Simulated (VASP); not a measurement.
# Y (P6_3/mmc) in VASP: notebook

Runs on Y. Level: PBE. Tasks: single point.

Program: VASP 6.6.1. These are calculated values, not measurements. Logs are shortened: lines on timing, memory, paths and dates and some standing lists are left out, and cuts for length are marked.

## (1) The cell of the first run

Symmetry: P6_3/mmc, No. 194, hexagonal system. Conventional cell: a = 2.617 Å, b = 2.617 Å, c = 4.437 Å, α = 90.00°, β = 90.00°, γ = 120.00°. Within 3.5 Å of Y (site symmetry -6m2) lie 12 Y at 2.62 to 2.68 Å.

## (2) Single point, PBE

Contents of INCAR:

```
ALGO     = Normal         # electronic algorithm
EDIFF    = 1E-7           # SCF threshold, eV
ENCUT    = 520            # plane-wave cutoff, eV
GGA      = PE             # functional
ISIF     = 2              # what is computed and relaxed
ISMEAR   = -1             # smearing method
LASPH    = True           # aspherical terms in the spheres
LCHARG   = False          # write CHGCAR
LREAL    = False          # projectors in reciprocal space
LWAVE    = False          # write WAVECAR
NBANDS   = 18             # bands
NELM     = 60             # most SCF steps
PREC     = Accurate       # precision mode
SIGMA    = 0.05           # smearing width, eV
```

Contents of KPOINTS:

```
k-points
0
Gamma
  14 14 7
```

Contents of POSCAR:

```
Y
1.0
    2.6171209575      0.0000000000      0.0000000000
   -1.3085604787      2.2664932339      0.0000000000
    0.0000000000      0.0000000000      4.4365047174
Y
2
Direct
    0.3333333333      0.6666666667      0.2500000000
    0.6666666667      0.3333333333      0.7500000000
```

Potentials or basis: VASP PAW PBE potentials, release 64 (Y_sv).

Run with:

```bash
$ cat potpaw_PBE.64/Y_sv/POTCAR > POTCAR
$ mpirun -np 1 vasp_std > vasp.out
```

OUTCAR:

```text
EDIFF = 1E-7
   ENCUT = 520
   GGA = PE
   ISIF = 2
   ISMEAR = -1
   LASPH = True
   LREAL = False
   NELM = 60
   PREC = Accurate

 ion  position               nearest neighbor table
   1  0.333  0.667  0.250-   2 2.68   2 2.68   2 2.68   2 2.68   2 2.68   2 2.68   2 3.75   2 3.75
                             2 3.75   2 3.75   2 3.75   2 3.75
   2  0.667  0.333  0.750-   1 2.68   1 2.68   1 2.68   1 2.68   1 2.68   1 2.68   1 3.75   1 3.75
                             1 3.75   1 3.75   1 3.75   1 3.75

  LATTYP: Found a hexagonal cell.
 ALAT       =     2.6171209575
 C/A-ratio  =     1.6951852014

  Lattice vectors:

 A1 = (   2.6171209575,   0.0000000000,   0.0000000000)
 A2 = (  -1.3085604787,   2.2664932339,   0.0000000000)
 A3 = (   0.0000000000,   0.0000000000,   4.4365047174)

Analysis of symmetry for initial positions (statically):
=====================================================================
 Subroutine PRICEL returns:
 Original cell was already a primitive cell.

 Routine SETGRP: Setting up the symmetry group for a
 hexagonal supercell.

 Subroutine GETGRP returns: Found 24 space group operations
 (whereof 12 operations were pure point group operations)
 out of a pool of 24 trial point group operations.

The static configuration has the point symmetry D_3d.
 The point group associated with its full space group is D_6h.

Analysis of symmetry for dynamics (positions and initial velocities):
=====================================================================
 Subroutine PRICEL returns:
 Original cell was already a primitive cell.

 Routine SETGRP: Setting up the symmetry group for a
 hexagonal supercell.

 Subroutine GETGRP returns: Found 24 space group operations
 (whereof 12 operations were pure point group operations)
 out of a pool of 24 trial point group operations.

The dynamic configuration has the point symmetry D_3d.
 The point group associated with its full space group is D_6h.

 Subroutine INISYM returns: Found 24 space group operations
 (whereof 12 operations are pure point group operations),
 and found     1 'primitive' translations

----------------------------------------------------------------------------------------

                                     Primitive cell

  volume of cell :      26.3160

[... 82 lines left out ...]
   ISPIN  =      1    spin polarized calculation?
   LNONCOLLINEAR =      F non collinear calculations
   LSORBIT =      F    spin-orbit coupling
   LASPH  =      T    aspherical Exc in radial PAW
   ENCUT  =  520.0 eV  38.22 Ry    6.18 a.u.   4.87  4.87  8.25*2*pi/ulx,y,z
   NELM   =     60;   NELMIN=  2; NELMDL= -5     # of ELM steps
   EDIFF  = 0.1E-06   stopping-criterion for ELM
   LREAL  =      F    real-space projection
   EDIFFG = 0.1E-05   stopping-criterion for IOM
   NSW    =      0    number of steps for IOM
   IBRION =     -1    ionic relax: 0-MD 1-quasi-New 2-CG
   NFREE  =      0    steps in history (QN), initial steepest desc. (CG)
   ISIF   =      2    stress and relaxation
   ISYM   =      2    0-nonsym 1-usesym 2-fastsym
   POTIM  = 0.5000    time-step for ionic-motion
   TEBEG  =    0.0;   TEEND  =   0.0 temperature during run
   PSTRESS=    0.0 pullay stress
   NELECT =      22.0000    total number of electrons
   NUPDOWN=      -1.0000    fix difference up-down
   EMIN   =  10.00;   EMAX   =-10.00  energy-range for DOS
   EFERMI =   0.00;   METHOD = LEGACY
   ISMEAR =    -1;   SIGMA  =   0.05  broadening in eV -4-tet -1-fermi 0-gaus
   EFERMI_NEDOS =   21; number of points for ismear=-14 and -15
   IALGO  =     38    algorithm
   IMIX   =      4    mixing-type and parameters
     AMIX     =   0.40;   BMIX     =  1.00
     AMIX_MAG =   1.60;   BMIX_MAG =  1.00
  volume/ion in A,a.u.               =      13.16        88.79
  Fermi-wavevector in a.u.,A,eV,Ry     =   1.542207  2.914349 32.360129  2.378402
  Thomas-Fermi vector in A             =   2.648044
   LORBIT       =      0    0 simple, 1 ext, 2 COOP (PROOUT), +10 PAW based schemes
   GGA     = PE    functional components
   LHFCALC =     F    Hartree Fock is set to
   AEXX    =    0.0000 exact exchange contribution
   IVDW    =     0    specifies the selected vdW correction
   LEPSILON=     F    determine dielectric tensor
   LRPA    =     F    only Hartree local field effects (RPA)
 non-spin polarized calculation
  energy-cutoff  :      520.00
  volume of cell :       26.32
 maximum number of plane-waves:       726
 NGX is ok and might be reduce to    20
   NGX =  9   NGY =  9   NGZ = 17

 number of electron      22.0000000 magnetization

 Free energy of the ion-electron system (eV)
  ---------------------------------------------------
  ext. energy  EPLUGINS =         0.00000000
  ---------------------------------------------------
  free energy    TOTEN  =        -3.86908595 eV

  energy without entropy =       -3.85663432  energy(sigma->0) =       -3.86286013

 E-fermi :   9.2648     XC(G=0): -13.7352

 val. band max:        9.2460496776   @ k =   0.1429   0.0714   0.2857
 cond. band min:       9.2657667899   @ k =   0.1429   0.1429   0.0000
 fundamental gap:      0.0197171123
 Fermi energy:         9.2647751195

 k-point     1 :       0.0000    0.0000    0.0000
  band No.  band energies     occupation
      1     -34.1185      2.00000
      2     -32.5361      2.00000
      3     -16.3962      2.00000
      4     -10.5758      2.00000
      5     -10.5758      2.00000
      6     -10.2718      2.00000
[... 481 lines left out ...]
      5     -14.1850      2.00000
      6     -13.1048      2.00000
[... 10 lines left out ...]
     17      18.5265      0.00000
     18      18.5897      0.00000

 [... further k-points ...]

------------------------ aborting loop because EDIFF is reached ----------------------------------------

  FORCE on cell =-STRESS in cart. coord.  units (eV):
  Direction    XX          YY          ZZ          XY          YZ          ZX
  --------------------------------------------------------------------------------------
  -------------------------------------------------------------------------------------
  Total       23.1118779     23.1118779     23.0406473      0.0000000      0.0000000      0.0000000
  in kB     1407.1054593   1407.1054592   1402.7687707      0.0000000      0.0000000      0.0000000
  external PRESSURE =    1405.6598964 kB  Pullay stress =       0.0000000 kB

 VOLUME and BASIS-vectors are now :
 -----------------------------------------------------------------------------
  energy-cutoff  :      520.00
  volume of cell :       26.32
      direct lattice vectors                 reciprocal lattice vectors
     2.617120958  0.000000000  0.000000000     0.382099267  0.220605115  0.000000000
    -1.308560479  2.266493234  0.000000000     0.000000000  0.441210230  0.000000000
     0.000000000  0.000000000  4.436504717     0.000000000  0.000000000  0.225402668

 POSITION                                       TOTAL-FORCE (eV/Angst)
 -----------------------------------------------------------------------------------
     -0.00000      1.51100      1.10913         0.000000      0.000000      0.000000
      1.30856      0.75550      3.32738        -0.000000     -0.000000      0.000000
 -----------------------------------------------------------------------------------
    total drift:                               -0.000000      0.000000     -0.000000

  FREE ENERGIE OF THE ION-ELECTRON SYSTEM (eV)
  ---------------------------------------------------
  free  energy   TOTEN  =        -3.8690859495 eV

  energy  without entropy=       -3.8566343202  energy(sigma->0) =       -3.86286013
```

OSZICAR:

```text
N       E                     dE             d eps       ncg     rms          rms(c)
DAV:   1     0.107873835519E+03    0.10787E+03   -0.12073E+04  3464   0.130E+03
DAV:   2     0.189984319606E+01   -0.10597E+03   -0.10349E+03  4228   0.296E+02
DAV:   3    -0.346749563264E+01   -0.53673E+01   -0.51953E+01  4604   0.481E+01
DAV:   4    -0.375188660785E+01   -0.28439E+00   -0.27565E+00  4302   0.929E+00
DAV:   5    -0.375499714193E+01   -0.31105E-02   -0.31088E-02  4126   0.856E-01    0.651E+01
DAV:   6    -0.362504325452E+01    0.12995E+00   -0.68348E-01  5538   0.392E+00    0.376E+01
DAV:   7    -0.385610194606E+01   -0.23106E+00   -0.12491E+00  5634   0.430E+00    0.387E+00
DAV:   8    -0.386989558002E+01   -0.13794E-01   -0.16025E-01  3594   0.327E+00    0.111E+00
DAV:   9    -0.386905495464E+01    0.84063E-03   -0.73585E-03  3698   0.677E-01    0.397E-01
DAV:  10    -0.386908237088E+01   -0.27416E-04   -0.16329E-03  3582   0.350E-01    0.436E-02
DAV:  11    -0.386908467284E+01   -0.23020E-05   -0.22917E-05  5148   0.281E-02    0.219E-02
DAV:  12    -0.386908626339E+01   -0.15906E-05   -0.45659E-06  3598   0.184E-02    0.633E-03
DAV:  13    -0.386908591664E+01    0.34675E-06   -0.45371E-07  3830   0.411E-03    0.134E-03
DAV:  14    -0.386908594951E+01   -0.32872E-07   -0.26334E-08  1884   0.116E-03
   1 F= -.38690859E+01 E0= -.38628601E+01  d E =-.124516E-01
```

Run time: 31 s. Hardware: 1 thread of Intel Xeon Platinum 8488C (Sapphire Rapids), shared host; peak memory 0.18 GiB.

What came out:

- Free energy: -3.8691 eV
- Pressure: 140.6 GPa
- Band gap on the k mesh: zero (bands 11 and 12 overlap by 3.67 eV)

Levels at points of the mesh, in eV from the Fermi level:
```
           k point  band 8  band 9  band 10  band 11  band 12  band 13  band 14  band 15
(0.00, 0.00, 0.00)  -19.19   -3.21    -3.18     1.22     2.08     2.08     3.46     3.46
(0.50, 0.00, 0.00)  -20.10   -4.68    -3.63    -2.18     1.83     2.88     4.28     4.95
```

Caveat: the cell stands under pressure.

## (3) Single point, PBE (13.16 Å³/atom)

Contents of INCAR:

```
SYSTEM = Y
PREC     = Accurate       ! precision mode
ENCUT    = 520            ! plane-wave cutoff, eV
EDIFF    = 1E-7           ! SCF threshold, eV
ISMEAR   = -1             ! smearing method
SIGMA    = 0.05           ! smearing width, eV
LREAL    = .FALSE.        ! projectors in reciprocal space
LASPH    = .TRUE.         ! aspherical terms in the spheres
NELM     = 100            ! most SCF steps
ALGO     = Normal         ! electronic algorithm
ISIF     = 2              ! what is computed and relaxed
LWAVE    = .FALSE.        ! write WAVECAR
LCHARG   = .FALSE.        ! write CHGCAR
GGA      = PE             ! functional
NBANDS   = 18             ! bands
```

Contents of KPOINTS:

```
Automatic mesh
0
G
  14 14 7
  0 0 0
```

Contents of POSCAR:

```
Y
1.0
    2.6171209574      0.0000000000      0.0000000000
   -1.3085604787      2.2664932340      0.0000000000
    0.0000000000      0.0000000000      4.4365047174
Y
2
Direct
    0.3333333333      0.6666666667      0.2500000000
    0.6666666667      0.3333333333      0.7500000000
```

Potentials or basis: VASP PAW PBE potentials, release 64 (Y_sv).

Run with:

```bash
$ cat potpaw_PBE.64/Y_sv/POTCAR > POTCAR
$ mpirun -np 1 vasp_std > vasp.out
```

Run time: 30 s. Hardware: 1 thread of Intel Xeon Platinum 8488C (Sapphire Rapids), shared host; peak memory 0.18 GiB.

Results (log left out):

| Property | Result |
| --- | --- |
| Free energy | -3.8691 eV |
| Pressure | 140.6 GPa |
| Band gap on the k mesh | zero (bands 11 and 12 overlap by 3.67 eV) |

Stress tensor (GPa, compression positive):
```
140.71   0.00   0.00
  0.00 140.71   0.00
  0.00   0.00 140.28
```

Levels at points of the mesh, in eV from the Fermi level:
```
           k point  band 7  band 8  band 9  band 10  band 11  band 12  band 13  band 14  band 15  band 16
(0.00, 0.00, 0.00)  -19.19  -19.19   -3.21    -3.18     1.22     2.08     2.08     3.46     3.46     5.58
(0.50, 0.00, 0.00)  -21.02  -20.10   -4.68    -3.63    -2.18     1.83     2.88     4.28     4.95    11.48
```

Caveat: the cell stands under pressure.

[end of part 1 of 3]
